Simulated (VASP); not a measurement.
# Mg (P6_3/mmc) in VASP: notebook, part 2 of 2

VASP 6.6.1.

### Step 4. Relaxation of shape and atoms at fixed volume, PBEsol (24.74 Å³/atom)

This run uses another cell than the first one, of 24.74 Å³/atom.

INCAR

```
SYSTEM = Mg
PREC = Accurate
ENCUT = 600
EDIFF = 1E-6
ISMEAR = 0
SIGMA = 0.1
LREAL = .False.
LASPH = .True.
NELM = 100
ALGO = Fast
ISIF = 4
LWAVE = .False.
LCHARG = .False.
GGA = PS
IBRION = 2
NSW = 50
EDIFFG = -0.01
```

KPOINTS

```
regular mesh
0
Gamma
  18 18 8
  0 0 0
```

POSCAR

```
Mg
1.0
    3.2900718482      0.0000000000      0.0000000000
   -1.6450359241      2.8492858008      0.0000000000
    0.0000000000      0.0000000000      5.2786609804
Mg
2
Direct
    0.3333333333      0.6666666667      0.2500000000
    0.6666666667      0.3333333333      0.7500000000
```

Potentials or basis: VASP PAW PBE potentials, release 64 (Mg).

On the command line:

```console
> cat potpaw_PBE.64/Mg/POTCAR > POTCAR
> mpirun -np 1 vasp_std > vasp.out
```

OUTCAR:

```text
SYSTEM = Mg
   PREC = Accurate
   ENCUT = 600
   EDIFF = 1E-6
   ISMEAR = 0
   LREAL = .False.
   LASPH = .True.
   NELM = 100
   ISIF = 4
   GGA = PS
   IBRION = 2
   NSW = 50
   EDIFFG = -0.01

 ion  position               nearest neighbor table
   1  0.333  0.667  0.250-   2 3.25   2 3.25   2 3.25   2 3.25   2 3.25   2 3.25
   2  0.667  0.333  0.750-   1 3.25   1 3.25   1 3.25   1 3.25   1 3.25   1 3.25

  LATTYP: Found a hexagonal cell.
 ALAT       =     3.2900718482
 C/A-ratio  =     1.6044211871

  Lattice vectors:

 A1 = (   3.2900718482,   0.0000000000,   0.0000000000)
 A2 = (  -1.6450359241,   2.8492858008,   0.0000000000)
 A3 = (   0.0000000000,   0.0000000000,   5.2786609804)

Analysis of symmetry for initial positions (statically):
=====================================================================
 Subroutine PRICEL returns:
 Original cell was already a primitive cell.

 Routine SETGRP: Setting up the symmetry group for a
 hexagonal supercell.

 Subroutine GETGRP returns: Found 24 space group operations
 (whereof 12 operations were pure point group operations)
 out of a pool of 24 trial point group operations.

The static configuration has the point symmetry D_3d.
 The point group associated with its full space group is D_6h.

Analysis of symmetry for dynamics (positions and initial velocities):
=====================================================================
 Subroutine PRICEL returns:
 Original cell was already a primitive cell.

 Routine SETGRP: Setting up the symmetry group for a
 hexagonal supercell.

 Subroutine GETGRP returns: Found 24 space group operations
[... 175 lines left out ...]

 POSITION                                       TOTAL-FORCE (eV/Angst)
 -----------------------------------------------------------------------------------
     -0.00000      1.89952      1.31967        -0.000000      0.000000      0.000000
      1.64504      0.94976      3.95900         0.000000     -0.000000      0.000000
 -----------------------------------------------------------------------------------
    total drift:                                0.000000     -0.000000      0.000000

  FREE ENERGIE OF THE ION-ELECTRON SYSTEM (eV)
  ---------------------------------------------------
  free  energy   TOTEN  =        -3.4048708824 eV

  energy  without entropy=       -3.3997405108  energy(sigma->0) =       -3.40230570

--------------------------------------- Ionic step        2  -------------------------------------------

 number of electron       4.0000000 magnetization

 Free energy of the ion-electron system (eV)
  ---------------------------------------------------
  ext. energy  EPLUGINS =         0.00000000
  ---------------------------------------------------
  free energy    TOTEN  =        -3.40488590 eV

  energy without entropy =       -3.39977550  energy(sigma->0) =       -3.40233070

 E-fermi :   2.2250     XC(G=0):  -8.3022

 val. band max:        2.2226057751   @ k =   0.5000  -0.0000   0.3750
 cond. band min:       2.2259059545   @ k =   0.2222   0.2222   0.1250
 fundamental gap:      0.0033001794
 Fermi energy:         2.2250393886

 k-point     1 :       0.0000    0.0000    0.0000
  band No.  band energies     occupation
      1      -4.3970      2.00000
      2       0.7134      2.00000
      3       1.0879      2.00000
      4      12.5272      0.00000
      5      12.5283      0.00000
      6      12.5866      0.00000
[... 199 lines left out ...]
 k-point    24 :       0.3889    0.1111    0.0000
  band No.  band energies     occupation
      1      -0.6288      2.00000
      2       1.3246      2.00000
      3       4.2346      0.00000
      4       4.7608      0.00000
      5       6.0057      0.00000
      6       6.1936      0.00000

 [... further k-points ...]

------------------------ aborting loop because EDIFF is reached ----------------------------------------

  FORCE on cell =-STRESS in cart. coord.  units (eV):
  Direction    XX          YY          ZZ          XY          YZ          ZX
  --------------------------------------------------------------------------------------
  -------------------------------------------------------------------------------------
  Total       -0.9176914     -0.9176914     -0.9424186     -0.0000000      0.0000000      0.0000000
  in kB      -29.7126967    -29.7126967    -30.5133065     -0.0000000      0.0000000      0.0000000
  external PRESSURE =     -29.9795666 kB  Pullay stress =       0.0000000 kB

 VOLUME and BASIS-vectors are now :
 -----------------------------------------------------------------------------
  energy-cutoff  :      600.00
  volume of cell :       49.48
      direct lattice vectors                 reciprocal lattice vectors
     3.290934599  0.000000000 -0.000000000     0.303865048  0.175436567 -0.000000000
    -1.645467299  2.850032965  0.000000000    -0.000000000  0.350873135 -0.000000000
     0.000000000  0.000000000  5.275893639     0.000000000 -0.000000000  0.189541349

 POSITION                                       TOTAL-FORCE (eV/Angst)
 -----------------------------------------------------------------------------------
     -0.00000      1.90002      1.31897         0.000000      0.000000      0.000000
      1.64547      0.95001      3.95692        -0.000000     -0.000000      0.000000
 -----------------------------------------------------------------------------------
    total drift:                                0.000000     -0.000000      0.000000

  FREE ENERGIE OF THE ION-ELECTRON SYSTEM (eV)
  ---------------------------------------------------
  free  energy   TOTEN  =        -3.4048859037 eV

  energy  without entropy=       -3.3997755003  energy(sigma->0) =       -3.40233070

 reached required accuracy - stopping structural energy minimisation
```

OSZICAR:

```text
N       E                     dE             d eps       ncg     rms          rms(c)
DAV:   1    -0.225884740575E+00   -0.22588E+00   -0.13681E+03  2220   0.522E+02
DAV:   2    -0.339729122499E+01   -0.31714E+01   -0.30721E+01  2940   0.302E+01
DAV:   3    -0.342549902060E+01   -0.28208E-01   -0.27568E-01  3246   0.353E+00
DAV:   4    -0.342558178951E+01   -0.82769E-04   -0.82746E-04  2964   0.154E-01
DAV:   5    -0.342558228700E+01   -0.49749E-06   -0.49736E-06  3180   0.959E-03    0.981E-01
RMM:   6    -0.341492215964E+01    0.10660E-01   -0.74284E-04  2220   0.279E-01    0.626E-01
RMM:   7    -0.340485387030E+01    0.10068E-01   -0.32936E-03  2220   0.564E-01    0.329E-02
RMM:   8    -0.340487065447E+01   -0.16784E-04   -0.12614E-04  2220   0.124E-01    0.706E-03
RMM:   9    -0.340487088241E+01   -0.22794E-06   -0.97861E-06  2214   0.312E-02
   1 F= -.34048709E+01 E0= -.34023057E+01  d E =-.340487E+01
       N       E                     dE             d eps       ncg     rms          rms(c)
DAV:   1    -0.340488606777E+01   -0.15413E-04   -0.43647E-05  3336   0.358E-02    0.293E-03
RMM:   2    -0.340488590370E+01    0.16407E-06   -0.23902E-07  1297   0.395E-03
   2 F= -.34048859E+01 E0= -.34023307E+01  d E =-.150213E-04
```

Run time: 38 s. Hardware: 1 thread of Intel Xeon Platinum 8124M at 3.00GHz (Skylake/Cascade Lake), shared host; peak memory 0.23 GiB.

What came out:

| Item | Value |
| --- | --- |
| Free energy | -3.4049 eV |
| Energy gained by relaxing | 0.0 meV/atom |
| Ionic steps | 2 |
| Pressure after relaxing | -3.0 GPa |
| Band gap on the k mesh | zero (bands 2 and 3 overlap by 2.15 eV) |

Stress tensor (GPa, compression positive):
```
-2.97  0.00  0.00
 0.00 -2.97  0.00
 0.00  0.00 -3.05
```

Final structure:
```yaml
crystal:
  lattice:
    - [3.29093, 0.00000, 0.00000]
    - [-1.64547, 2.85003, 0.00000]
    - [0.00000, 0.00000, 5.27589]
  atoms:
    - { symbol: Mg, position: [0.33333, 0.66667, 0.25000] }
    - { symbol: Mg, position: [0.66667, 0.33333, 0.75000] }
```

Levels at points of the mesh, in eV from the Fermi level:
```tsv
k point	band 1	band 2	band 3	band 4	band 5	band 6
(0.00, 0.00, 0.00)	-6.62	-1.51	-1.14	10.30	10.30	10.36
(0.50, 0.00, 0.00)	-2.12	-2.05	2.56	3.00	3.14	3.54
(0.00, 0.00, 0.50)	-5.28	-5.28	4.99	4.99	11.11	11.11
(0.50, 0.00, 0.50)	-1.04	-1.04	-0.49	-0.49	7.52	7.52
```

Caveat: the PAW data sets were made with another functional, which shifts forces and pressure a little.

### Step 5. The runs side by side

| cell | gap on the mesh (eV) | pressure (GPa) |
| --- | --- | --- |
| relaxed from a = 3.219, b = 3.219, c = 5.164 Å, angles 90.0, 90.0, 120.0°, 2 atoms | none | -1.1 |
| relaxed from a = 3.250, b = 3.250, c = 5.214 Å, angles 90.0, 90.0, 120.0°, 2 atoms | none | -2.0 |
| relaxed from a = 3.290, b = 3.290, c = 5.279 Å, angles 90.0, 90.0, 120.0°, 2 atoms | none | -3.0 |

Alike in all rows: task relaxation of shape and atoms at fixed volume; level PBEsol; potentials or basis VASP PAW PBE potentials, release 64 (Mg); no spin polarisation; k mesh 18 × 18 × 8; cutoff (eV) 600; smearing gaussian 0.1 eV.

Caveats: the PAW data sets were made with another functional, which shifts forces and pressure a little; the relaxation stopped at its first step, so nothing moved (at least some runs).

Absolute energies hang on the potentials; compare differences alone.
